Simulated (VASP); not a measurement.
# N (P6_3/mmc) in VASP: a series of runs, part 2 of 2

VASP 6.6.1. Earlier steps stand in the parts before.

## (4) Single point, PBE+D3(BJ)

This run uses another cell than the first one, of 23.38 Å³/atom, 0.967 times its volume.

Contents of INCAR:

```
  PREC = Accurate
  ENCUT = 520
  EDIFF = 1E-7
  ISMEAR = 0
  SIGMA = 0.02
  LREAL = False
  LASPH = True
  NELM = 100
  ALGO = Normal
  ISIF = 2
  LWAVE = False
  LCHARG = False
  GGA = PE
  IVDW = 12
  NBANDS = 18
```

Contents of KPOINTS:

```
Automatic mesh
0
Gamma
  6 6 4
```

Contents of POSCAR:

```
N
1.0
    3.8165509283      0.0000000000      0.0000000000
   -1.9082754641      3.3052300587      0.0000000000
    0.0000000000      0.0000000000      7.4144653049
N
4
Direct
    0.3333333333      0.6666666667      0.3243234974
    0.3333333333      0.6666666667      0.1756765026
    0.6666666667      0.3333333333      0.8243234974
    0.6666666667      0.3333333333      0.6756765026
```

Potentials or basis: VASP PAW PBE potentials, release 64 (N).

On the command line:

```
cat potpaw_PBE.64/N/POTCAR > POTCAR
mpirun -np 1 vasp_std > vasp.out
```

OUTCAR:

```text
PREC = Accurate
   ENCUT = 520
   EDIFF = 1E-7
   ISMEAR = 0
   LREAL = False
   LASPH = True
   NELM = 100
   ISIF = 2
   GGA = PE
   IVDW = 12
 IVDW          = 12

 ion  position               nearest neighbor table
   1  0.333  0.667  0.324-   2 1.10
   2  0.333  0.667  0.176-   1 1.10
   3  0.667  0.333  0.824-   4 1.10
   4  0.667  0.333  0.676-   3 1.10

  LATTYP: Found a hexagonal cell.
 ALAT       =     3.8165509283
[... 633 lines left out ...]

 Edisp (eV)   -0.20693

 E8    (eV) :    -0.0486

  FORCE on cell =-STRESS in cart. coord.  units (eV):
  Direction    XX          YY          ZZ          XY          YZ          ZX
  --------------------------------------------------------------------------------------
  -------------------------------------------------------------------------------------
  Total      -0.11858    -0.11858     3.68532    -0.00000     0.00000    -0.00000
  in kB      -2.03121    -2.03121    63.12968    -0.00000     0.00000    -0.00000
  external pressure =       19.69 kB  Pullay stress =        0.00 kB

 VOLUME and BASIS-vectors are now :
 -----------------------------------------------------------------------------
  energy-cutoff  :      520.00
  volume of cell :       93.53
      direct lattice vectors                 reciprocal lattice vectors
     3.816550928  0.000000000  0.000000000     0.262016679  0.151275400  0.000000000
    -1.908275464  3.305230059  0.000000000     0.000000000  0.302550800  0.000000000
     0.000000000  0.000000000  7.414465305     0.000000000  0.000000000  0.134871492

 POSITION                                       TOTAL-FORCE (eV/Angst)
 -----------------------------------------------------------------------------------
     -0.00000      2.20349      2.40469        -0.000000     -0.000000      1.739830
     -0.00000      2.20349      1.30255        -0.000000     -0.000000     -1.739830
      1.90828      1.10174      6.11192         0.000000      0.000000      1.739830
      1.90828      1.10174      5.00978         0.000000      0.000000     -1.739830
 -----------------------------------------------------------------------------------
    total drift:                               -0.000000      0.000000      0.000000

  FREE ENERGIE OF THE ION-ELECTRON SYSTEM (eV)
  ---------------------------------------------------
  free  energy   TOTEN  =       -33.4897245740 eV

  energy  without entropy=      -33.4897245740  energy(sigma->0) =      -33.48972457
```

stdout:

```text
POSCAR found type information on POSCAR N
 POSCAR found :  1 types and       4 ions
 scaLAPACK will be used
 LDA part: xc-table for (Slater+PW92), standard interpolation
 POSCAR, INCAR and KPOINTS ok, starting setup
 FFT: planning ... GRIDC
 FFT: planning ... GRID_SOFT
 FFT: planning ... GRID
 WAVECAR not read
 entering main loop
```

It took 23 s on 1 thread of Intel Xeon Platinum 8124M at 3.00GHz (Skylake/Cascade Lake), shared host; peak memory 0.2 GiB.

What came out:

```yaml
Free_energy: -33.4897 eV
Pressure: 2.0 GPa
Largest_force: 1.740 eV/Å
Band_gap_on_the_k_mesh: 7.06 eV, indirect (least direct gap 7.18 eV)
Dispersion_energy_per_atom: -0.052 eV
```

Forces in eV/Å, atoms in the order of the input:
```
N    0.000  0.000  1.740
N    0.000  0.000 -1.740
N    0.000  0.000  1.740
N    0.000  0.000 -1.740
```

Caveat: the standard files for N, O and F lose accuracy on very short bonds; forces of over 1 eV/Å act on the atoms, so gaps and moduli don't describe the material at rest. A hybrid or GW would open this gap; PBE tends to underestimate it.

## (5) Relaxation of cell and atoms, PBE+D3(BJ)

This run uses another cell than the first one, of 26.34 Å³/atom, 1.089 times its volume.

Contents of INCAR:

```
SYSTEM = N
ALGO     = Normal         ! electronic algorithm
EDIFF    = 1E-6           ! SCF threshold, eV
EDIFFG   = -0.005         ! ionic threshold
ENCUT    = 600            ! plane-wave cutoff, eV
GGA      = PE             ! functional
IBRION   = 2              ! ionic algorithm
ISIF     = 3              ! what is computed and relaxed
ISMEAR   = 0              ! smearing method
IVDW     = 12             ! dispersion correction
LASPH    = .True.         ! aspherical terms in the spheres
LCHARG   = .False.        ! write CHGCAR
LREAL    = .False.        ! projectors in reciprocal space
LWAVE    = .False.        ! write WAVECAR
NELM     = 100            ! most SCF steps
NSW      = 100            ! ionic steps
PREC     = Accurate       ! precision mode
SIGMA    = 0.02           ! smearing width, eV
```

Contents of KPOINTS:

```
k-points
0
Gamma
  6 6 4
  0 0 0
```

Contents of POSCAR:

```
N
1.0
    4.1672328106      0.0000000000      0.0000000000
   -2.0836164053      3.6089294775      0.0000000000
    0.0000000000      0.0000000000      7.0060035100
N
4
Direct
    0.3333333300      0.6666666700      0.3289300400
    0.3333333300      0.6666666700      0.1710699600
    0.6666666700      0.3333333300      0.8289300400
    0.6666666700      0.3333333300      0.6710699600
```

On the command line:

```
cat potpaw_PBE.64/N/POTCAR > POTCAR
mpirun -np 1 vasp_std > vasp.out
```

Wall time 11 min (1 thread of Intel Xeon Platinum 8124M at 3.00GHz (Skylake/Cascade Lake), shared host); peak memory 0.26 GiB.

It converged, with:

| Property | Result |
| --- | --- |
| Free energy | -33.5351 eV |
| Relaxed volume | 21.89 Å³/atom |
| Relaxed cell | a = 3.726 Å, b = 3.726 Å, c = 7.283 Å, α = 90.00°, β = 90.00°, γ = 120.00° |
| Space group after relaxing (to 0.05 Å) | P6_3/mmc (No. 194) |
| Energy gained by relaxing | 7.5 meV/atom |
| Ionic steps | 65 |
| Pressure after relaxing | 0.0 GPa |
| Band gap on the k mesh | 6.80 eV, indirect (least direct gap 6.94 eV) |
| Dispersion energy per atom | -0.057 eV |

The path:
| step | energy change (eV) | largest force (eV/Å) | pressure (GPa) | volume (Å³) |
| --- | --- | --- | --- | --- |
| 1 | 0.0000 | 1.0428 | 0.89 | 105.37 |
| 3 | -0.0059 | 0.3597 | -0.67 | 105.48 |
| 5 | -0.0069 | 0.0049 | -0.27 | 105.44 |
| 7 | -0.0077 | 0.0214 | -0.25 | 104.93 |
| 9 | -0.0145 | 0.0665 | -0.13 | 100.46 |
| 11 | -0.0100 | 0.5491 | 1.22 | 83.82 |
| 13 | -0.0204 | 0.3323 | 0.41 | 92.46 |
| 15 | -0.0212 | 0.0562 | 0.09 | 91.78 |
| 17 | -0.0212 | 0.0137 | 0.01 | 91.61 |
| 19 | -0.0212 | 0.0130 | 0.01 | 91.61 |
| 21 | -0.0213 | 0.0150 | 0.00 | 91.62 |
| 23 | -0.0215 | 0.0212 | -0.01 | 91.65 |
| 25 | -0.0223 | 0.0398 | -0.05 | 91.79 |
| 27 | -0.0249 | 0.0514 | -0.13 | 92.29 |
| 29 | -0.0266 | 0.1132 | -0.28 | 92.91 |
| 31 | -0.0267 | 0.0300 | -0.18 | 92.87 |
| 33 | -0.0270 | 0.1178 | -0.29 | 92.61 |
| 35 | -0.0271 | 0.4404 | -0.70 | 91.52 |
| 37 | -0.0273 | 0.2744 | -0.50 | 92.06 |
| 39 | -0.0274 | 0.2713 | -0.48 | 92.01 |
| 41 | -0.0277 | 0.2475 | -0.46 | 91.85 |
| 43 | -0.0285 | 0.1455 | -0.32 | 91.18 |
| 45 | -0.0291 | 0.0254 | -0.07 | 90.19 |
| 47 | -0.0291 | 0.0403 | -0.04 | 90.10 |
| 49 | -0.0291 | 0.0200 | -0.09 | 90.15 |
| 51 | -0.0291 | 0.0121 | -0.10 | 90.14 |
| 53 | -0.0291 | 0.0124 | -0.12 | 90.11 |
| 55 | -0.0292 | 0.0193 | -0.13 | 89.96 |
| 57 | -0.0295 | 0.0474 | -0.14 | 89.37 |
| 59 | -0.0298 | 0.1384 | -0.16 | 87.03 |
| 61 | -0.0299 | 0.0899 | -0.13 | 87.75 |
| 63 | -0.0300 | 0.0762 | 0.10 | 87.41 |
| 65 | -0.0300 | 0.0013 | 0.00 | 87.57 |

Final structure:
```yaml
crystal:
  lattice:
    - [3.72604, 0.00000, 0.00000]
    - [-1.86302, 3.22684, 0.00000]
    - [0.00000, 0.00000, 7.28319]
  atoms:
    - { symbol: N, position: [0.33333, 0.66667, 0.32639] }
    - { symbol: N, position: [0.33333, 0.66667, 0.17361] }
    - { symbol: N, position: [0.66667, 0.33333, 0.82639] }
    - { symbol: N, position: [0.66667, 0.33333, 0.67361] }
```

Levels at points of the mesh, in eV from the valence-band top:
| k point | band 8 | band 9 | band 10 | band 11 | band 12 | band 13 |
| --- | --- | --- | --- | --- | --- | --- |
| (0.00, 0.00, 0.00) | -1.49 | -1.31 | 0.00 | 7.90 | 7.90 | 8.26 |
| (0.50, 0.00, 0.00) | -1.59 | -0.54 | -0.14 | 6.80 | 7.51 | 7.55 |
| (0.00, 0.00, 0.50) | -1.53 | -0.58 | -0.58 | 8.08 | 8.08 | 8.08 |
| (0.50, 0.00, 0.50) | -1.66 | -0.39 | -0.39 | 7.18 | 7.18 | 7.90 |

Caveat: the standard files for N, O and F lose accuracy on very short bonds; the volume moved by over 15 % at a fixed basis, so the end points are rough.

## (6) Overview

| task | cell | k mesh | cutoff (eV) | gap on the mesh (eV) | pressure (GPa) | relaxed volume (Å³/atom) | largest force (eV/Å) |
| --- | --- | --- | --- | --- | --- | --- | --- |
| single point | a = 3.841, b = 3.841, c = 7.568 Å, angles 90.0, 90.0, 120.0°, 4 atoms | 9 × 9 × 4 | 520 | 7.16 | 1.8 | - | 1.74 |
| relaxation of shape and atoms at fixed volume | relaxed from a = 3.860, b = 3.860, c = 7.496 Å, angles 90.0, 90.0, 120.0°, 4 atoms | 9 × 9 × 4 | 600 | 7.02 | -0.2 | 24.18 | - |
| single point | a = 3.817, b = 3.817, c = 7.414 Å, angles 90.0, 90.0, 120.0°, 4 atoms | 6 × 6 × 4 | 520 | 7.06 | 2.0 | - | 1.74 |
| relaxation of cell and atoms | relaxed from a = 4.167, b = 4.167, c = 7.006 Å, angles 90.0, 90.0, 120.0°, 4 atoms | 6 × 6 × 4 | 600 | 6.80 | 0.0 | 21.89 | - |

Alike in all rows: level PBE+D3(BJ); potentials or basis VASP PAW PBE potentials, release 64 (N); no spin polarisation; smearing gaussian 0.02 eV.

Caveats: the standard files for N, O and F lose accuracy on very short bonds; forces of over 1 eV/Å act on the atoms, so gaps and moduli don't describe the material at rest (some runs); the volume moved by over 15 % at a fixed basis, so the end points are rough (some runs).

Total energies depend on the potentials used, so only differences within one code and one set of settings carry meaning.
